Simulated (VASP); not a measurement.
# BN (P-6m2) in VASP: a series of runs

Runs on BN. Level: PBEsol. Tasks: single point.

Everything below comes from runs of VASP 6.6.1. Logs are shortened: lines on timing, memory, paths and dates and some standing lists are left out, and cuts for length are marked.

## Step 1: The cell of the first run

Symmetry: P-6m2, No. 187, hexagonal system. Conventional cell: a = 2.435 Å, b = 2.435 Å, c = 6.790 Å, α = 90.00°, β = 90.00°, γ = 120.00°. B (site symmetry -6m2) has 3 N at 1.41 Å within 1.9 Å. Within 1.9 Å of B (site symmetry -6m2) lie 3 N at 1.41 Å. Within 1.9 Å of N (site symmetry -6m2) lie 3 B at 1.41 Å. Within 1.9 Å of N (site symmetry -6m2) lie 3 B at 1.41 Å.

## Step 2: Single point, PBEsol (strain -0.030 along x and y, +0.015 along z)

The input, INCAR:

```
SYSTEM = BN
PREC = Accurate ; ENCUT = 520
EDIFF = 1E-6 ; ISMEAR = 0
SIGMA = 0.05 ; LREAL = .False.
LASPH = .True. ; NELM = 60
ALGO = Normal ; ISIF = 2
LWAVE = .False. ; LCHARG = .False.
GGA = PS ; NBANDS = 16
```

The input, KPOINTS:

```
regular mesh
0
Gamma
  12 12 4
  0 0 0
```

The input, POSCAR:

```
BN
1.0
    2.4346984193      0.0000000000      0.0000000000
   -1.2173492096      2.1085106816      0.0000000000
    0.0000000000      0.0000000000      6.7903500000
B N
2 2
Direct
    0.0000000000      0.0000000000      0.5000000000
    0.3333333333      0.6666666667      0.0000000000
    0.0000000000      0.0000000000      0.0000000000
    0.6666666667      0.3333333333      0.5000000000
```

Potentials or basis: VASP PAW PBE potentials, release 64 (B, N).

Command:

```sh
$ cat potpaw_PBE.64/B/POTCAR potpaw_PBE.64/N/POTCAR > POTCAR
$ mpirun -np 1 vasp_std > vasp.out
```

OUTCAR:

```text
SYSTEM = BN
   PREC = Accurate
   ENCUT = 520
   EDIFF = 1E-6
   ISMEAR = 0
   LREAL = .False.
   LASPH = .True.
   NELM = 60
   ISIF = 2
   GGA = PS

 ion  position               nearest neighbor table
   1  0.000  0.000  0.500-   4 1.41   4 1.41   4 1.41
   2  0.333  0.667  0.000-   3 1.41   3 1.41   3 1.41
   3  0.000  0.000  0.000-   2 1.41   2 1.41   2 1.41
   4  0.667  0.333  0.500-   1 1.41   1 1.41   1 1.41

  LATTYP: Found a hexagonal cell.
 ALAT       =     2.4346984193
 C/A-ratio  =     2.7889901871

  Lattice vectors:

 A1 = (   2.4346984193,   0.0000000000,   0.0000000000)
 A2 = (  -1.2173492096,   2.1085106816,   0.0000000000)
 A3 = (   0.0000000000,   0.0000000000,   6.7903500000)

Analysis of symmetry for initial positions (statically):
=====================================================================
 Subroutine PRICEL returns:
 Original cell was already a primitive cell.

 Routine SETGRP: Setting up the symmetry group for a
 hexagonal supercell.

 Subroutine GETGRP returns: Found 12 space group operations
 (whereof 12 operations were pure point group operations)
 out of a pool of 24 trial point group operations.

The static configuration has the point symmetry D_3h.

Analysis of symmetry for dynamics (positions and initial velocities):
=====================================================================
 Subroutine PRICEL returns:
 Original cell was already a primitive cell.

 Routine SETGRP: Setting up the symmetry group for a
 hexagonal supercell.

 Subroutine GETGRP returns: Found 12 space group operations
 (whereof 12 operations were pure point group operations)
 out of a pool of 24 trial point group operations.

The dynamic configuration has the point symmetry D_3h.

 Subroutine INISYM returns: Found 12 space group operations
 (whereof 12 operations are pure point group operations),
 and found     1 'primitive' translations

----------------------------------------------------------------------------------------

                                     Primitive cell

  volume of cell :      34.8589

  direct lattice vectors                    reciprocal lattice vectors
     2.434698419  0.000000000  0.000000000     0.410728488  0.237134203  0.000000000
    -1.217349210  2.108510682  0.000000000     0.000000000  0.474268406  0.000000000
     0.000000000  0.000000000  6.790350000     0.000000000  0.000000000  0.147267814

  length of vectors
     2.434698419  2.434698419  6.790350000     0.474268406  0.474268406  0.147267814

  position of ions in fractional coordinates (direct lattice)
     0.000000000  0.000000000  0.500000000
     0.333333333  0.666666667  0.000000000
     0.000000000  0.000000000  0.000000000
     0.666666667  0.333333333  0.500000000

  ion indices of the primitive-cell ions
   primitive index   ion index
                 1           1
                 2           2
                 3           3
                 4           4

----------------------------------------------------------------------------------------

 KPOINTS: regular mesh

Automatic generation of k-mesh.
 Grid dimensions read from file:
 generate k-points for:   12   12    4

 Generating k-lattice:

  Cartesian coordinates                     Fractional coordinates (reciprocal lattice)
     0.034227374  0.019761184  0.000000000     0.083333333  0.000000000  0.000000000
     0.000000000  0.039522367  0.000000000     0.000000000  0.083333333  0.000000000
     0.000000000  0.000000000  0.036816953     0.000000000  0.000000000  0.250000000

  Length of vectors
     0.039522367  0.039522367  0.036816953

  Shift w.r.t. Gamma in fractional coordinates (k-lattice)
     0.000000000  0.000000000  0.000000000

 Subroutine IBZKPT returns following result:
 ===========================================

 Found     57 irreducible k-points:

 Following reciprocal coordinates:
            Coordinates               Weight
  0.000000  0.000000  0.000000      1.000000
  0.083333  0.000000  0.000000      6.000000
  0.166667  0.000000  0.000000      6.000000
  0.250000  0.000000  0.000000      6.000000
  0.333333  0.000000  0.000000      6.000000
  0.416667  0.000000  0.000000      6.000000
[... 16 lines left out ...]
  0.250000  0.000000  0.250000     12.000000
  0.333333  0.000000  0.250000     12.000000
 [... further k-points ...]
   k-points           NKPTS =     57   k-points in BZ     NKDIM =     57   number of bands    NBANDS=     16
   number of dos      NEDOS =    301   number of ions     NIONS =      4
   total plane-waves  NPLWV =  17496
   dimension x,y,z NGX =    18 NGY =   18 NGZ =   54
   dimension x,y,z NGXF=    36 NGYF=   36 NGZF=  108
   ions per type =               2   2
   NGX,Y,Z   is equivalent  to a cutoff of  12.29, 12.29, 13.22 a.u.
   NGXF,Y,Z  is equivalent  to a cutoff of  24.58, 24.58, 26.44 a.u.
 SYSTEM =  BN
   PREC   = accura    normal or accurate (medium, high low for compatibility)
   ISTART =      0    job   : 0-new  1-cont  2-samecut
   ICHARG =      2    charge: 1-file 2-atom 10-const
   ISPIN  =      1    spin polarized calculation?
   LNONCOLLINEAR =      F non collinear calculations
   LSORBIT =      F    spin-orbit coupling
   LASPH  =      T    aspherical Exc in radial PAW
   ENCUT  =  520.0 eV  38.22 Ry    6.18 a.u.   4.53  4.53 12.63*2*pi/ulx,y,z
   NELM   =     60;   NELMIN=  2; NELMDL= -5     # of ELM steps
   EDIFF  = 0.1E-05   stopping-criterion for ELM
   LREAL  =      F    real-space projection
   EDIFFG = 0.1E-04   stopping-criterion for IOM
   NSW    =      0    number of steps for IOM
   IBRION =     -1    ionic relax: 0-MD 1-quasi-New 2-CG
   NFREE  =      0    steps in history (QN), initial steepest desc. (CG)
   ISIF   =      2    stress and relaxation
   ISYM   =      2    0-nonsym 1-usesym 2-fastsym
   POTIM  = 0.5000    time-step for ionic-motion
   TEBEG  =    0.0;   TEEND  =   0.0 temperature during run
   PSTRESS=    0.0 pullay stress
   NELECT =      16.0000    total number of electrons
   NUPDOWN=      -1.0000    fix difference up-down
   EMIN   =  10.00;   EMAX   =-10.00  energy-range for DOS
   EFERMI =   0.00;   METHOD = LEGACY
   ISMEAR =     0;   SIGMA  =   0.05  broadening in eV -4-tet -1-fermi 0-gaus
   EFERMI_NEDOS =   21; number of points for ismear=-14 and -15
   IALGO  =     38    algorithm
   IMIX   =      4    mixing-type and parameters
     AMIX     =   0.40;   BMIX     =  1.00
     AMIX_MAG =   1.60;   BMIX_MAG =  1.00
  volume/ion in A,a.u.               =       8.71        58.81
  Fermi-wavevector in a.u.,A,eV,Ry     =   1.262827  2.386397 21.697639  1.594731
  Thomas-Fermi vector in A             =   2.396215
   LORBIT       =      0    0 simple, 1 ext, 2 COOP (PROOUT), +10 PAW based schemes
   GGA     = PS    functional components
   LHFCALC =     F    Hartree Fock is set to
   AEXX    =    0.0000 exact exchange contribution
   IVDW    =     0    specifies the selected vdW correction
   LEPSILON=     F    determine dielectric tensor
   LRPA    =     F    only Hartree local field effects (RPA)
 non-spin polarized calculation
 Gauss-broadening in eV      SIGMA  =   0.05
  energy-cutoff  :      520.00
  volume of cell :       34.86
 maximum number of plane-waves:       957
   NGX =  9   NGY =  9   NGZ = 25

 number of electron      16.0000004 magnetization

 Free energy of the ion-electron system (eV)
  ---------------------------------------------------
  ext. energy  EPLUGINS =         0.00000000
  ---------------------------------------------------
  free energy    TOTEN  =       -36.35943037 eV

  energy without entropy =      -36.35943037  energy(sigma->0) =      -36.35943037

 E-fermi :   2.6465     XC(G=0): -10.3276

 val. band max:        2.4137870567   @ k =   0.3333   0.3333   0.5000
 cond. band min:       6.8526044578   @ k =   0.5000   0.0000   0.0000
 fundamental gap:      4.4388174011
 Fermi energy:         2.6464763013

 k-point     1 :       0.0000    0.0000    0.0000
  band No.  band energies     occupation
      1     -15.8794      2.00000
      2     -15.6224      2.00000
      3      -4.2501      2.00000
      4      -2.3646      2.00000
      5       1.1464      2.00000
      6       1.1464      2.00000
[... 8 lines left out ...]
     15      15.8079      0.00000
     16      16.4262      0.00000

 k-point     2 :       0.0833    0.0000    0.0000
  band No.  band energies     occupation
      1     -15.7350      2.00000
      2     -15.4818      2.00000
      3      -4.0495      2.00000
      4      -2.1820      2.00000
      5       0.5635      2.00000
      6       0.6408      2.00000
[... 8 lines left out ...]
     15      15.8973      0.00000
     16      16.2220      0.00000

 k-point     3 :       0.1667    0.0000    0.0000
  band No.  band energies     occupation
      1     -15.3086      2.00000
      2     -15.0670      2.00000
      3      -3.4543      2.00000
      4      -1.6443      2.00000
      5      -0.9183      2.00000
      6      -0.8340      2.00000
[... 8 lines left out ...]
     15      17.0986      0.00000
     16      17.2752      0.00000

 k-point     4 :       0.2500    0.0000    0.0000
  band No.  band energies     occupation
      1     -14.6259      2.00000
      2     -14.4045      2.00000
      3      -2.8124      2.00000
      4      -2.7140      2.00000
      5      -2.4887      2.00000
      6      -0.7900      2.00000
[... 8 lines left out ...]
     15      18.5007      0.00000
     16      19.4775      0.00000
[... 324 lines left out ...]
 k-point    22 :       0.1667    0.0000    0.2500
  band No.  band energies     occupation
      1     -15.2784      2.00000
      2     -15.1002      2.00000
      3      -3.2324      2.00000
      4      -1.9707      2.00000
      5      -0.9095      2.00000
      6      -0.8291      2.00000
[... 8 lines left out ...]
     15      17.0105      0.00000
     16      17.0922      0.00000

 k-point    23 :       0.2500    0.0000    0.2500
  band No.  band energies     occupation
      1     -14.5987      2.00000
      2     -14.4340      2.00000
      3      -2.8158      2.00000
      4      -2.7340      2.00000
      5      -2.2567      2.00000
      6      -1.0767      2.00000
[... 8 lines left out ...]
     15      19.4827      0.00000
     16      19.5705      0.00000

 k-point    24 :       0.3333    0.0000    0.2500
  band No.  band energies     occupation
      1     -13.7305      2.00000
      2     -13.5863      2.00000
      3      -4.7106      2.00000
      4      -4.6150      2.00000
      5      -1.3050      2.00000
      6      -1.2247      2.00000
[... 8 lines left out ...]
     15      19.6875      0.00000
     16      21.3880      0.00000

 [... further k-points ...]
[... 5 lines left out ...]
  --------------------------------------------------------------------------------------
  -------------------------------------------------------------------------------------
  Total        7.4534093      7.4534093      0.0544609      0.0000000      0.0000000     -0.0000000
  in kB      342.5724364    342.5724364      2.5031213      0.0000000      0.0000000     -0.0000000
  external PRESSURE =     229.2159981 kB  Pullay stress =       0.0000000 kB

 VOLUME and BASIS-vectors are now :
 -----------------------------------------------------------------------------
  energy-cutoff  :      520.00
  volume of cell :       34.86
      direct lattice vectors                 reciprocal lattice vectors
     2.434698419  0.000000000  0.000000000     0.410728488  0.237134203  0.000000000
    -1.217349210  2.108510682  0.000000000     0.000000000  0.474268406  0.000000000
     0.000000000  0.000000000  6.790350000     0.000000000  0.000000000  0.147267814

 POSITION                                       TOTAL-FORCE (eV/Angst)
 -----------------------------------------------------------------------------------
      0.00000      0.00000      3.39518         0.000000      0.000000      0.000000
     -0.00000      1.40567      0.00000         0.000000      0.000000      0.000000
      0.00000      0.00000      0.00000        -0.000000      0.000000      0.000000
      1.21735      0.70284      3.39518        -0.000000      0.000000      0.000000
 -----------------------------------------------------------------------------------
    total drift:                                0.000003     -0.000002     -0.000000

  FREE ENERGIE OF THE ION-ELECTRON SYSTEM (eV)
  ---------------------------------------------------
  free  energy   TOTEN  =       -36.3594303730 eV

  energy  without entropy=      -36.3594303730  energy(sigma->0) =      -36.35943037
```

It took 22 s on 1 thread of Intel Xeon Platinum 8259CL at 2.50GHz (Skylake/Cascade Lake), shared host; peak memory 0.15 GiB.

Results:

```yaml
Free_energy: -36.3594 eV
Pressure: 22.9 GPa
Band_gap_on_the_k_mesh: 4.44 eV, indirect (least direct gap 4.67 eV)
```

Caveat: the cell differs from its parent crystal (strain -0.030 along x and y, +0.015 along z); the PAW data sets were made with another functional, which shifts forces and pressure a little; this functional lacks dispersion, which binds the layers, so the pressure and a relaxed spacing across them are unreliable. A k mesh can miss the band edges.

## Step 3: Single point, PBEsol (strain +0.030 along x and y, -0.030 along z)

The input, INCAR:

```
SYSTEM = BN
  PREC = Accurate
  ENCUT = 520
  EDIFF = 1E-6
  ISMEAR = 0
  SIGMA = 0.05
  LREAL = .FALSE.
  LASPH = .TRUE.
  NELM = 100
  ALGO = Normal
  ISIF = 2
  LWAVE = .FALSE.
  LCHARG = .FALSE.
  GGA = PS
  NBANDS = 16
```

The input, KPOINTS:

```
regular mesh
0
G
  12 12 4
  0 0 0
```

The input, POSCAR:

```
BN
1.0
    2.5852983215      0.0000000000      0.0000000000
   -1.2926491607      2.2389340228      0.0000000000
    0.0000000000      0.0000000000      6.4893000000
B N
2 2
Direct
    0.0000000000      0.0000000000      0.5000000000
    0.3333333333      0.6666666667      0.0000000000
    0.0000000000      0.0000000000      0.0000000000
    0.6666666667      0.3333333333      0.5000000000
```

Potentials or basis: VASP PAW PBE potentials, release 64 (B, N).

Command:

```sh
$ cat potpaw_PBE.64/B/POTCAR potpaw_PBE.64/N/POTCAR > POTCAR
$ mpirun -np 1 vasp_std > vasp.out
```

Wall time 22 s (1 thread of Intel Xeon Platinum 8259CL at 2.50GHz (Skylake/Cascade Lake), shared host); peak memory 0.16 GiB.

The run converged. Its results:

| Property | Result |
| --- | --- |
| Free energy | -36.3359 eV |
| Pressure | -19.8 GPa |
| Band gap on the k mesh | 4.07 eV, indirect (least direct gap 4.11 eV) |

Stress tensor (GPa, compression positive):
```
-30.23   0.00   0.00
  0.00 -30.23   0.00
  0.00   0.00   1.11
```

Levels at points of the mesh, in eV from the valence-band top:
```tsv
k point	band 4	band 5	band 6	band 7	band 8	band 9	band 10	band 11	band 12	band 13
(0.00, 0.00, 0.00)	-3.54	-1.54	-1.54	-1.39	-1.39	5.04	9.86	10.63	10.63	10.71
(0.50, 0.00, 0.00)	-8.47	-4.12	-3.95	-1.36	-0.62	4.07	5.30	8.56	8.72	12.18
(0.00, 0.00, 0.50)	-4.87	-1.54	-1.54	-1.39	-1.39	7.37	7.42	10.65	10.65	10.78
(0.50, 0.00, 0.50)	-8.53	-4.11	-3.96	-0.98	-0.84	4.29	4.39	8.76	8.92	12.93
```

Caveat: the cell differs from its parent crystal (strain +0.030 along x and y, -0.030 along z); the PAW data sets were made with another functional, which shifts forces and pressure a little; this functional lacks dispersion, which binds the layers, so the pressure and a relaxed spacing across them are unreliable. A k mesh can miss the band edges.

## Step 4: Single point, PBEsol (strain +0.030 along x and y, -0.015 along z)

The input, INCAR:

```
SYSTEM = BN
PREC = Accurate
ENCUT = 520
EDIFF = 1E-6
ISMEAR = 0
SIGMA = 0.05
LREAL = .False.
LASPH = .True.
NELM = 60
ALGO = Normal
ISIF = 2
LWAVE = .False.
LCHARG = .False.
GGA = PS
NBANDS = 16
```

The input, KPOINTS:

```
Automatic mesh
0
Gamma
  12 12 4
  0 0 0
```

Changes to POSCAR since step 3:

```diff
@@ -4,3 +4,3 @@
    -1.2926491607      2.2389340228      0.0000000000
-    0.0000000000      0.0000000000      6.4893000000
+    0.0000000000      0.0000000000      6.5896500000
 B N
```

Command:

```sh
$ cat potpaw_PBE.64/B/POTCAR potpaw_PBE.64/N/POTCAR > POTCAR
$ mpirun -np 1 vasp_std > vasp.out
```

Wall time 24 s (1 thread of Intel Xeon Platinum 8259CL at 2.50GHz (Skylake/Cascade Lake), shared host); peak memory 0.16 GiB.

Results (log left out):

| Quantity | Value |
| --- | --- |
| Free energy | -36.3397 eV |
| Pressure | -19.6 GPa |
| Band gap on the k mesh | 4.08 eV, indirect (least direct gap 4.14 eV) |

Stress tensor (GPa, compression positive):
```
-29.79   0.00   0.00
  0.00 -29.79   0.00
  0.00   0.00   0.73
```

Levels at points of the mesh, in eV from the valence-band top:
```tsv
k point	band 6	band 7	band 8	band 9	band 10	band 11
(0.00, 0.00, 0.00)	-1.53	-1.39	-1.39	4.96	9.73	10.65
(0.50, 0.00, 0.00)	-3.95	-1.31	-0.63	4.08	5.25	8.58
(0.00, 0.00, 0.50)	-1.53	-1.39	-1.39	7.22	7.27	10.66
(0.50, 0.00, 0.50)	-3.96	-0.97	-0.84	4.32	4.40	8.77
```

Caveat: the cell differs from its parent crystal (strain +0.030 along x and y, -0.015 along z); the PAW data sets were made with another functional, which shifts forces and pressure a little; this functional lacks dispersion, which binds the layers, so the pressure and a relaxed spacing across them are unreliable.

## Step 5: Summary

```csv
cell,gap on the mesh (eV),pressure (GPa)
"a = 2.435, b = 2.435, c = 6.790 Å, angles 90.0, 90.0, 120.0°, 4 atoms",4.44,22.9
"a = 2.585, b = 2.585, c = 6.489 Å, angles 90.0, 90.0, 120.0°, 4 atoms",4.07,-19.8
"a = 2.585, b = 2.585, c = 6.590 Å, angles 90.0, 90.0, 120.0°, 4 atoms",4.08,-19.6
```

Alike in all rows: task single point; level PBEsol; potentials or basis VASP PAW PBE potentials, release 64 (B, N); no spin polarisation; k mesh 12 × 12 × 4; cutoff (eV) 520; smearing gaussian 0.05 eV.

Caveats: the PAW data sets were made with another functional, which shifts forces and pressure a little; this functional lacks dispersion, which binds the layers, so the pressure and a relaxed spacing across them are unreliable.

Total energies depend on the potentials used, so only differences within one code and one set of settings carry meaning.
